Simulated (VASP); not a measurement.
A run of VASP 6.6.1:

The input INCAR:

```
SYSTEM = LiNbP2
ALGO     = Normal         ! electronic algorithm
EDIFF    = 1E-7           ! SCF threshold, eV
ENCUT    = 520            ! plane-wave cutoff, eV
GGA      = PE             ! functional
ISIF     = 2              ! what is computed and relaxed
ISMEAR   = 0              ! smearing method
LASPH    = .True.         ! aspherical terms in the spheres
LCHARG   = .False.        ! write CHGCAR
LREAL    = .False.        ! projectors in reciprocal space
LWAVE    = .False.        ! write WAVECAR
NBANDS   = 21             ! bands
NELM     = 60             ! most SCF steps
PREC     = Accurate       ! precision mode
SIGMA    = 0.01           ! smearing width, eV
```

File KPOINTS:

```
k-points
0
Gamma
  12 12 8
  0 0 0
```

POSCAR

```
LiNbP2
1.0
    3.6239326335      0.0000000000      0.0000000000
   -1.8119663168      3.1384177222      0.0000000000
    0.0000000000      0.0000000000      5.4397130226
Li Nb P
1 1 2
Direct
    0.0000000000      0.0000000000      0.0000000000
    0.0000000000      0.0000000000      0.5000000000
    0.3333333333      0.6666666667      0.2318220471
    0.3333333333      0.6666666667      0.7681779529
```

Potentials or basis: VASP PAW PBE potentials, release 64 (Li_sv, Nb_sv, P).

Command:

```bash
$ cat potpaw_PBE.64/Li_sv/POTCAR potpaw_PBE.64/Nb_sv/POTCAR potpaw_PBE.64/P/POTCAR > POTCAR
$ mpirun -np 1 vasp_std > vasp.out
```

Hardware: 1 thread of Oxide Virtual Turin-like Processor (shared host).

Estimate the wall time of this run.

Run time: 2.3 min on 1 thread of Oxide Virtual Turin-like Processor (shared host), peak memory 0.23 GiB. Counts: scf iterations 15, k points 95.
